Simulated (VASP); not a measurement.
# NbAs in VASP: notebook

Aim: see how the results for NbAs move with the level of theory and the settings. Levels: PBE, r2SCAN. Tasks: single point.

Program: VASP 6.6.1. These are calculated values, not measurements. Logs are shortened: lines on timing, memory, paths and dates and some standing lists are left out, and cuts for length are marked.

### Step 1. The cell of the first run

It takes space group Fm-3m (No. 225, cubic). The conventional cell has a = 5.446 Å, b = 5.446 Å, c = 5.446 Å, α = 90.00°, β = 90.00°, γ = 90.00°. Nb (site symmetry m-3m) has 6 As at 2.72 Å within 3.6 Å. As (site symmetry m-3m) has 6 Nb at 2.72 Å within 3.6 Å.

### Step 2. Single point, PBE (20.19 Å³/atom)

INCAR reads:

```
ALGO     = Normal         # electronic algorithm
EDIFF    = 1E-6           # SCF threshold, eV
ENCUT    = 520            # plane-wave cutoff, eV
GGA      = PE             # functional
ISIF     = 2              # what is computed and relaxed
ISMEAR   = 0              # smearing method
LASPH    = T              # aspherical terms in the spheres
LCHARG   = F              # write CHGCAR
LREAL    = F              # projectors in reciprocal space
LWAVE    = F              # write WAVECAR
NBANDS   = 16             # bands
NELM     = 80             # most SCF steps
PREC     = Accurate       # precision mode
SIGMA    = 0.05           # smearing width, eV
```

KPOINTS reads:

```
k-points
0
Gamma
  12 12 12
```

POSCAR reads:

```
NbAs
1.0
    0.0000000000      2.7229171600      2.7229171600
    2.7229171600      0.0000000000      2.7229171600
    2.7229171600      2.7229171600      0.0000000000
Nb As
1 1
Direct
    0.5000000000      0.5000000000      0.5000000000
    0.0000000000      0.0000000000      0.0000000000
```

Potentials or basis: VASP PAW PBE potentials, release 64 (Nb_sv, As).

The run is started by

```bash
> cat potpaw_PBE.64/Nb_sv/POTCAR potpaw_PBE.64/As/POTCAR > POTCAR
> mpirun -np 1 vasp_std > vasp.out
```

OUTCAR:

```text
EDIFF = 1E-6
   ENCUT = 520
   GGA = PE
   ISIF = 2
   ISMEAR = 0
   LASPH = T
   LREAL = F
   NELM = 80
   PREC = Accurate

 ion  position               nearest neighbor table
   1  0.500  0.500  0.500-   2 2.72   2 2.72   2 2.72   2 2.72   2 2.72   2 2.72
   2  0.000  0.000  0.000-   1 2.72   1 2.72   1 2.72   1 2.72   1 2.72   1 2.72

  LATTYP: Found a face centered cubic cell.
 ALAT       =     5.4458343200

  Lattice vectors:

 A1 = (   0.0000000000,   2.7229171600,   2.7229171600)
 A2 = (   2.7229171600,   0.0000000000,   2.7229171600)
 A3 = (   2.7229171600,   2.7229171600,   0.0000000000)

Analysis of symmetry for initial positions (statically):
=====================================================================
 Subroutine PRICEL returns:
 Original cell was already a primitive cell.

 Routine SETGRP: Setting up the symmetry group for a
 face centered cubic supercell.

 Subroutine GETGRP returns: Found 48 space group operations
 (whereof 48 operations were pure point group operations)
 out of a pool of 48 trial point group operations.

The static configuration has the point symmetry O_h .

Analysis of symmetry for dynamics (positions and initial velocities):
=====================================================================
 Subroutine PRICEL returns:
 Original cell was already a primitive cell.

 Routine SETGRP: Setting up the symmetry group for a
 face centered cubic supercell.

 Subroutine GETGRP returns: Found 48 space group operations
 (whereof 48 operations were pure point group operations)
 out of a pool of 48 trial point group operations.

The dynamic configuration has the point symmetry O_h .

 Subroutine INISYM returns: Found 48 space group operations
 (whereof 48 operations are pure point group operations),
 and found     1 'primitive' translations

----------------------------------------------------------------------------------------

                                     Primitive cell

  volume of cell :      40.3769

  direct lattice vectors                    reciprocal lattice vectors
     0.000000000  2.722917160  2.722917160    -0.183626593  0.183626593  0.183626593
     2.722917160  0.000000000  2.722917160     0.183626593 -0.183626593  0.183626593
     2.722917160  2.722917160  0.000000000     0.183626593  0.183626593 -0.183626593

  length of vectors
     3.850786377  3.850786377  3.850786377     0.318050588  0.318050588  0.318050588
[... 80 lines left out ...]
   NELM   =     80;   NELMIN=  2; NELMDL= -5     # of ELM steps
   EDIFF  = 0.1E-05   stopping-criterion for ELM
   LREAL  =      F    real-space projection
   EDIFFG = 0.1E-04   stopping-criterion for IOM
   NSW    =      0    number of steps for IOM
   IBRION =     -1    ionic relax: 0-MD 1-quasi-New 2-CG
   NFREE  =      0    steps in history (QN), initial steepest desc. (CG)
   ISIF   =      2    stress and relaxation
   ISYM   =      2    0-nonsym 1-usesym 2-fastsym
   POTIM  = 0.5000    time-step for ionic-motion
   TEBEG  =    0.0;   TEEND  =   0.0 temperature during run
   PSTRESS=    0.0 pullay stress
   NELECT =      18.0000    total number of electrons
   NUPDOWN=      -1.0000    fix difference up-down
   EMIN   =  10.00;   EMAX   =-10.00  energy-range for DOS
   EFERMI =   0.00;   METHOD = LEGACY
   ISMEAR =     0;   SIGMA  =   0.05  broadening in eV -4-tet -1-fermi 0-gaus
   EFERMI_NEDOS =   21; number of points for ismear=-14 and -15
   IALGO  =     38    algorithm
   IMIX   =      4    mixing-type and parameters
     AMIX     =   0.40;   BMIX     =  1.00
     AMIX_MAG =   1.60;   BMIX_MAG =  1.00
  volume/ion in A,a.u.               =      20.19       136.24
  Fermi-wavevector in a.u.,A,eV,Ry     =   1.250608  2.363307 21.279793  1.564021
  Thomas-Fermi vector in A             =   2.384594
   LORBIT       =      0    0 simple, 1 ext, 2 COOP (PROOUT), +10 PAW based schemes
   GGA     = PE    functional components
   LHFCALC =     F    Hartree Fock is set to
   AEXX    =    0.0000 exact exchange contribution
   IVDW    =     0    specifies the selected vdW correction
   LEPSILON=     F    determine dielectric tensor
   LRPA    =     F    only Hartree local field effects (RPA)
 non-spin polarized calculation
 Gauss-broadening in eV      SIGMA  =   0.05
  energy-cutoff  :      520.00
  volume of cell :       40.38
 maximum number of plane-waves:      1106
 NGX is ok and might be reduce to    30
   NGX = 15   NGY = 15   NGZ = 15

 number of electron      18.0000000 magnetization

 Free energy of the ion-electron system (eV)
  ---------------------------------------------------
  ext. energy  EPLUGINS =         0.00000000
  ---------------------------------------------------
  free energy    TOTEN  =       -15.22488154 eV

  energy without entropy =      -15.22126504  energy(sigma->0) =      -15.22307329

 E-fermi :   8.4588     XC(G=0): -11.1024

 val. band max:        8.4576630527   @ k =   0.3333   0.0000   0.0000
 cond. band min:       8.5032639189   @ k =   0.5000   0.5000   0.0000
 fundamental gap:      0.0456008662
 Fermi energy:         8.4587507852

 k-point     1 :       0.0000    0.0000    0.0000
  band No.  band energies     occupation
      1     -47.4254      2.00000
      2     -23.4383      2.00000
      3     -23.4383      2.00000
      4     -23.4383      2.00000
      5      -4.3816      2.00000
      6       7.2286      2.00000
[... 433 lines left out ...]
      3     -23.4678      2.00000
      4     -23.4520      2.00000
      5      -2.6021      2.00000
      6       2.5906      2.00000
[... 8 lines left out ...]
     15      16.2428      0.00000
     16      16.8619      0.00000

 [... further k-points ...]

------------------------ aborting loop because EDIFF is reached ----------------------------------------

  FORCE on cell =-STRESS in cart. coord.  units (eV):
  Direction    XX          YY          ZZ          XY          YZ          ZX
  --------------------------------------------------------------------------------------
  -------------------------------------------------------------------------------------
  Total       -2.8207111     -2.8207111     -2.8207111      0.0000000     -0.0000000      0.0000000
  in kB     -111.9272692   -111.9272692   -111.9272692      0.0000000     -0.0000000      0.0000000
  external PRESSURE =    -111.9272692 kB  Pullay stress =       0.0000000 kB

 VOLUME and BASIS-vectors are now :
 -----------------------------------------------------------------------------
  energy-cutoff  :      520.00
  volume of cell :       40.38
      direct lattice vectors                 reciprocal lattice vectors
     0.000000000  2.722917160  2.722917160    -0.183626593  0.183626593  0.183626593
     2.722917160  0.000000000  2.722917160     0.183626593 -0.183626593  0.183626593
     2.722917160  2.722917160  0.000000000     0.183626593  0.183626593 -0.183626593

 POSITION                                       TOTAL-FORCE (eV/Angst)
 -----------------------------------------------------------------------------------
      2.72292      2.72292      2.72292        -0.000000     -0.000000     -0.000000
      0.00000      0.00000      0.00000         0.000000      0.000000      0.000000
 -----------------------------------------------------------------------------------
    total drift:                                0.000000     -0.000000      0.000000

  FREE ENERGIE OF THE ION-ELECTRON SYSTEM (eV)
  ---------------------------------------------------
  free  energy   TOTEN  =       -15.2248815366 eV

  energy  without entropy=      -15.2212650373  energy(sigma->0) =      -15.22307329
```

It took 43 s on 1 thread of AMD EPYC 7R13 (Zen 3), shared host; peak memory 0.17 GiB.

What came out:

```yaml
Free_energy: -15.2249 eV
Pressure: -11.2 GPa
Band_gap_on_the_k_mesh: zero (bands 9 and 10 overlap by 1.60 eV)
```

Levels at points of the mesh, in eV from the Fermi level:
| k point | band 5 | band 6 | band 7 | band 8 | band 9 | band 10 | band 11 | band 12 | band 13 | band 14 |
| --- | --- | --- | --- | --- | --- | --- | --- | --- | --- | --- |
| (0.00, 0.00, 0.00) | -12.84 | -1.23 | -1.23 | -1.23 | -0.76 | -0.76 | -0.18 | -0.18 | -0.18 | 3.87 |
| (0.50, 0.00, 0.00) | -10.99 | -6.31 | -3.92 | -3.92 | 0.55 | 0.55 | 1.25 | 3.15 | 5.87 | 5.87 |
| (0.50, 0.50, 0.00) | -11.46 | -4.57 | -2.75 | -1.92 | -1.92 | 0.04 | 1.10 | 1.10 | 2.06 | 3.39 |

Caveat: the cell stands under tension.

[end of part 1 of 2]
